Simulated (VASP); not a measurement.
Set up this calculation in VASP 6.6.1, as the native input.

```
Task                   : relaxation of cell and atoms
Functional             : PBE
Potentials or basis    : VASP PAW PBE potentials, release 64 (Sn_d, P)
Cutoff                 : 600 eV
k mesh                 : 8 × 8 × 8
Occupations            : gaussian, width 0.1 eV
Spin                   : no spin polarisation
Dipole correction      : no
Further INCAR settings : ALGO = Normal; EDIFF = 1e-07; IBRION = 2; EDIFFG = -0.01; NSW = 100; ISIF = 3
```

The structure of Sn4P lies in POSCAR:

```
Sn4P
1.0
    5.6120196233      0.0000000000      0.0000000000
    0.0000000000      5.6120196233      0.0000000000
    0.0000000000      0.0000000000      5.6120196233
Sn P
4 1
Direct
    0.5000000000      0.5000000000      0.5000000000
    0.0000000000      0.5000000000      0.5000000000
    0.5000000000      0.0000000000      0.5000000000
    0.5000000000      0.5000000000      0.0000000000
    0.0000000000      0.0000000000      0.0000000000
```

One way to write it, as run:

INCAR

```
SYSTEM = Sn4P
ALGO = Normal
EDIFF = 1E-7
EDIFFG = -0.01
ENCUT = 600
GGA = PE
IBRION = 2
ISIF = 3
ISMEAR = 0
LASPH = .True.
LCHARG = .False.
LREAL = .False.
LWAVE = .False.
NELM = 100
NSW = 100
PREC = Accurate
SIGMA = 0.1
```

KPOINTS

```
k-points
0
Gamma
  8 8 8
  0 0 0
```

Potentials or basis: VASP PAW PBE potentials, release 64 (Sn_d, P).

Launch:

```sh
$ cat potpaw_PBE.64/Sn_d/POTCAR potpaw_PBE.64/P/POTCAR > POTCAR
$ mpirun -np 1 vasp_std > vasp.out
```

It gave:

```yaml
Relaxed_volume: 35.48 Å³/atom
Relaxed_cell: a = 5.619 Å, b = 5.619 Å, c = 5.619 Å, α = 90.00°, β = 90.00°, γ = 90.00°
Space_group_after_relaxing_to_0.05_Å: Pm-3m (No. 221)
Energy_gained_by_relaxing: 0.0 meV/atom
Ionic_steps: 2
Pressure_after_relaxing: 0.0 GPa
```

Run time: 7.4 min on 1 thread of Intel Xeon 6975P-C, on a shared host, peak memory 0.47 GiB.
